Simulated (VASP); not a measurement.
# Cl2CH2 in VASP: single point with PBE+D3(BJ)

Aim: the single point of Cl2CH2 with PBE+D3(BJ).

Everything below comes from runs of VASP 6.6.1. Logs are shortened: lines on timing, memory, paths and dates and some standing lists are left out, and cuts for length are marked.

**1. The cell of the first run**

The cell holds a molecule in a box, 5 atoms: a = 14.000 Å, b = 14.500 Å, c = 15.000 Å, α = 90.00°, β = 90.00°, γ = 90.00°.

**2. Single point, PBE+D3(BJ)**

The input, INCAR:

```
PREC = Accurate
ENCUT = 1000
EDIFF = 1E-6
ISMEAR = 0
SIGMA = 0.005
LREAL = F
LASPH = T
NELM = 120
ALGO = Normal
ISIF = 2
LWAVE = F
LCHARG = F
GGA = PE
IVDW = 12
NBANDS = 18
ISYM = 0
GGA_COMPAT = F
NELMDL = -8
```

The input, KPOINTS:

```
Automatic mesh
0
Gamma
  1 1 1
```

The input, POSCAR:

```
H2CCl2
1.0
   14.0000000000      0.0000000000      0.0000000000
    0.0000000000     14.5000000000      0.0000000000
    0.0000000000      0.0000000000     15.0000000000
Cl C H
2 1 2
Direct
    0.3933529893      0.5580963980      0.4941203589
    0.6052838578      0.5541162282      0.4936881135
    0.4979639489      0.4885216917      0.4975692500
    0.4973354178      0.4499171078      0.5600612014
    0.4969211793      0.4429457777      0.4396363747
```

Potentials or basis: VASP PAW PBE potentials, release 64 (Cl, C_h, H_h).

Started as:

```bash
> cat potpaw_PBE.64/Cl/POTCAR potpaw_PBE.64/C_h/POTCAR potpaw_PBE.64/H_h/POTCAR > POTCAR
> mpirun -np 1 vasp_gam > vasp.out
```

OUTCAR:

```text
PREC = Accurate
   ENCUT = 1000
   EDIFF = 1E-6
   ISMEAR = 0
   LREAL = F
   LASPH = T
   NELM = 120
   ISIF = 2
   GGA = PE
   IVDW = 12
   ISYM = 0
   NELMDL = -8
 IVDW          = 12

 ion  position               nearest neighbor table
   1  0.393  0.558  0.494-   3 1.78
   2  0.605  0.554  0.494-   3 1.78
   3  0.498  0.489  0.498-   5 1.09   4 1.09   1 1.78   2 1.78
   4  0.497  0.450  0.560-   3 1.09
   5  0.497  0.443  0.440-   3 1.09

IMPORTANT INFORMATION: All symmetrisations will be switched off!
NOSYMM: (Re-)initialisation of all symmetry stuff for point group C_1.

----------------------------------------------------------------------------------------

                                     Primitive cell

  volume of cell :    3045.0000

  direct lattice vectors                    reciprocal lattice vectors
    14.000000000  0.000000000  0.000000000     0.071428571  0.000000000  0.000000000
     0.000000000 14.500000000  0.000000000     0.000000000  0.068965517  0.000000000
     0.000000000  0.000000000 15.000000000     0.000000000  0.000000000  0.066666667

  length of vectors
    14.000000000 14.500000000 15.000000000     0.071428571  0.068965517  0.066666667

  position of ions in fractional coordinates (direct lattice)
     0.393352989  0.558096398  0.494120359
     0.605283858  0.554116228  0.493688113
     0.497963949  0.488521692  0.497569250
     0.497335418  0.449917108  0.560061201
     0.496921179  0.442945778  0.439636375

  ion indices of the primitive-cell ions
   primitive index   ion index
                 1           1
                 2           2
                 3           3
                 4           4
                 5           5

----------------------------------------------------------------------------------------

 KPOINTS: Automatic mesh

Automatic generation of k-mesh.
 Grid dimensions read from file:
 generate k-points for:    1    1    1

 Generating k-lattice:

  Cartesian coordinates                     Fractional coordinates (reciprocal lattice)
     0.071428571  0.000000000  0.000000000     1.000000000  0.000000000  0.000000000
     0.000000000  0.068965517  0.000000000     0.000000000  1.000000000  0.000000000
     0.000000000  0.000000000  0.066666667     0.000000000  0.000000000  1.000000000

  Length of vectors
     0.071428571  0.068965517  0.066666667

  Shift w.r.t. Gamma in fractional coordinates (k-lattice)
     0.000000000  0.000000000  0.000000000

 Subroutine IBZKPT returns following result:
 ===========================================

 Found      1 irreducible k-points:

 Following reciprocal coordinates:
            Coordinates               Weight
  0.000000  0.000000  0.000000      1.000000
   k-points           NKPTS =      1   k-points in BZ     NKDIM =      1   number of bands    NBANDS=     18
   number of dos      NEDOS =    301   number of ions     NIONS =      5
   total plane-waves  NPLWV = ******
   dimension x,y,z NGX =   144 NGY =  150 NGZ =  160
   dimension x,y,z NGXF=   288 NGYF=  300 NGZF=  320
   ions per type =               2   1   2
   NGX,Y,Z   is equivalent  to a cutoff of  17.10, 17.20, 17.73 a.u.
   NGXF,Y,Z  is equivalent  to a cutoff of  34.20, 34.40, 35.47 a.u.
 SYSTEM =  unknown system
   PREC   = accura    normal or accurate (medium, high low for compatibility)
   ISTART =      0    job   : 0-new  1-cont  2-samecut
   ICHARG =      2    charge: 1-file 2-atom 10-const
   ISPIN  =      1    spin polarized calculation?
   LNONCOLLINEAR =      F non collinear calculations
   LSORBIT =      F    spin-orbit coupling
   LASPH  =      T    aspherical Exc in radial PAW
   ENCUT  = 1000.0 eV  73.50 Ry    8.57 a.u.  36.10 37.39 38.68*2*pi/ulx,y,z
   NELM   =    120;   NELMIN=  2; NELMDL= -8     # of ELM steps
   EDIFF  = 0.1E-05   stopping-criterion for ELM
   LREAL  =      F    real-space projection
   EDIFFG = 0.1E-04   stopping-criterion for IOM
   NSW    =      0    number of steps for IOM
   IBRION =     -1    ionic relax: 0-MD 1-quasi-New 2-CG
   NFREE  =      0    steps in history (QN), initial steepest desc. (CG)
   ISIF   =      2    stress and relaxation
   ISYM   =      0    0-nonsym 1-usesym 2-fastsym
   POTIM  = 0.5000    time-step for ionic-motion
   TEBEG  =    0.0;   TEEND  =   0.0 temperature during run
   PSTRESS=    0.0 pullay stress
   NELECT =      20.0000    total number of electrons
   NUPDOWN=      -1.0000    fix difference up-down
   EMIN   =  10.00;   EMAX   =-10.00  energy-range for DOS
   EFERMI =   0.00;   METHOD = LEGACY
   ISMEAR =     0;   SIGMA  =   0.01  broadening in eV -4-tet -1-fermi 0-gaus
   EFERMI_NEDOS =   21; number of points for ismear=-14 and -15
   IALGO  =     38    algorithm
   IMIX   =      4    mixing-type and parameters
     AMIX     =   0.40;   BMIX     =  1.00
     AMIX_MAG =   1.60;   BMIX_MAG =  1.00
  volume/ion in A,a.u.               =     609.00      4109.73
  Fermi-wavevector in a.u.,A,eV,Ry     =   0.306588  0.579368  1.278899  0.093996
  Thomas-Fermi vector in A             =   1.180679
   LORBIT       =      0    0 simple, 1 ext, 2 COOP (PROOUT), +10 PAW based schemes
   GGA     = PE    functional components
   LHFCALC =     F    Hartree Fock is set to
   AEXX    =    0.0000 exact exchange contribution
   IVDW    =    12    specifies the selected vdW correction
   LEPSILON=     F    determine dielectric tensor
   LRPA    =     F    only Hartree local field effects (RPA)
 non-spin polarized calculation
 Gauss-broadening in eV      SIGMA  =   0.01
  energy-cutoff  :     1000.00
  volume of cell :     3045.00
 maximum number of plane-waves:    109278
   NGX = 73   NGY = 75   NGZ = 77

 number of electron      20.0000000 magnetization

 Free energy of the ion-electron system (eV)
  ---------------------------------------------------
  ext. energy  EPLUGINS =         0.00000000
  ---------------------------------------------------
  free energy    TOTEN  =       -20.85605342 eV

  energy without entropy =      -20.85605342  energy(sigma->0) =      -20.85605342

 E-fermi :  -7.1317     XC(G=0):  -0.4338

 val. band max:       -7.1796994573   @ k =   0.0000   0.0000   0.0000
 cond. band min:      -1.3674694252   @ k =   0.0000   0.0000   0.0000
 fundamental gap:      5.8122300322
 Fermi energy:        -7.1316829835

 k-point     1 :       0.0000    0.0000    0.0000
  band No.  band energies     occupation
      1     -22.5057      2.00000
      2     -20.6297      2.00000
      3     -16.4034      2.00000
      4     -12.0451      2.00000
      5     -11.3219      2.00000
      6     -11.0414      2.00000
[... 10 lines left out ...]
     17       0.6660      0.00000
     18       0.6771      0.00000

------------------------ aborting loop because EDIFF is reached ----------------------------------------

 Edisp (eV)   -0.09771

 E8    (eV) :    -0.0334

  FORCE on cell =-STRESS in cart. coord.  units (eV):
  Direction    XX          YY          ZZ          XY          YZ          ZX
  --------------------------------------------------------------------------------------
  -------------------------------------------------------------------------------------
  Total      -0.28639    -0.13546    -0.01705     0.00369     0.00660     0.00117
  in kB      -0.15069    -0.07127    -0.00897     0.00194     0.00347     0.00061
  external pressure =       -0.08 kB  Pullay stress =        0.00 kB

 VOLUME and BASIS-vectors are now :
 -----------------------------------------------------------------------------
  energy-cutoff  :     1000.00
  volume of cell :     3045.00
      direct lattice vectors                 reciprocal lattice vectors
    14.000000000  0.000000000  0.000000000     0.071428571  0.000000000  0.000000000
     0.000000000 14.500000000  0.000000000     0.000000000  0.068965517  0.000000000
     0.000000000  0.000000000 15.000000000     0.000000000  0.000000000  0.066666667

 POSITION                                       TOTAL-FORCE (eV/Angst)
 -----------------------------------------------------------------------------------
      5.50694      8.09240      7.41181         0.088952     -0.059050      0.003045
      8.47397      8.03469      7.40532        -0.091106     -0.055125      0.003709
      6.97150      7.08356      7.46354         0.003083      0.113643     -0.006738
      6.96270      6.52380      8.40092        -0.000184      0.000500      0.000386
      6.95690      6.42271      6.59455        -0.000744      0.000032     -0.000402
 -----------------------------------------------------------------------------------
    total drift:                                0.000121      0.000002      0.000033

  FREE ENERGIE OF THE ION-ELECTRON SYSTEM (eV)
  ---------------------------------------------------
  free  energy   TOTEN  =       -20.9537637540 eV

  energy  without entropy=      -20.9537637540  energy(sigma->0) =      -20.95376375
```

It took 6.2 min on 1 thread of Intel Xeon 6975P-C (Granite Rapids), shared host; peak memory 5 GiB.

Results:

```
Free energy                     : -20.9538 eV
Largest force                   : 0.114 eV/Å
Gap between the frontier levels : 5.81 eV
Dispersion energy per atom      : -0.020 eV
```

Forces on the atoms (eV/Å):
```
Cl   0.089 -0.059  0.003
Cl  -0.091 -0.055  0.004
C    0.003  0.114 -0.007
H    0.000  0.001  0.000
H   -0.001  0.000  0.000
```

Levels at points of the mesh, in eV from the valence-band top:
```
           k point  band 7  band 8  band 9  band 10  band 11  band 12  band 13  band 14
(0.00, 0.00, 0.00)   -0.70   -0.59   -0.20     0.00     5.81     6.73     6.77     7.47
```
